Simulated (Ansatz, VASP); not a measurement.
# TiAl3: VASP beside Ansatz

```
Ti Al
1.0
    -1.92258    1.92258    4.31114
     1.92258   -1.92258    4.31114
     1.92258    1.92258   -4.31114
Ti Al
1 3
Direct
  0.00000 0.00000 0.00000
  0.50000 0.50000 0.00000
  0.75000 0.25000 0.50000
  0.25000 0.75000 0.50000
```

Alike in both runs: task single point; functional PBE; k mesh 14 × 14 × 14; occupations gaussian, width 0.15 eV; no spin polarisation.

|  | VASP | Ansatz |
| --- | --- | --- |
| version | VASP 6.6.1 | Ansatz 0.2.0 |
| potentials or method | VASP PAW PBE potentials, release 64 (Ti_sv, Al), cutoff 520 eV | scalar-relativistic, plane waves, PAW |
| valence electrons in the cell | 21 | 21 |

|  | VASP | Ansatz | Ansatz less VASP |
| --- | --- | --- | --- |
| gap on the k mesh at the Fermi level (eV) | none | none | - |
| pressure (GPa) | 0.0 | 0.0 | +0.03 |
| traceless stress, the component that is largest in VASP (GPa) | -0.07 | -0.07 | +0.001 |

A gap of «none» marks a metal or a gap that the smearing closes.
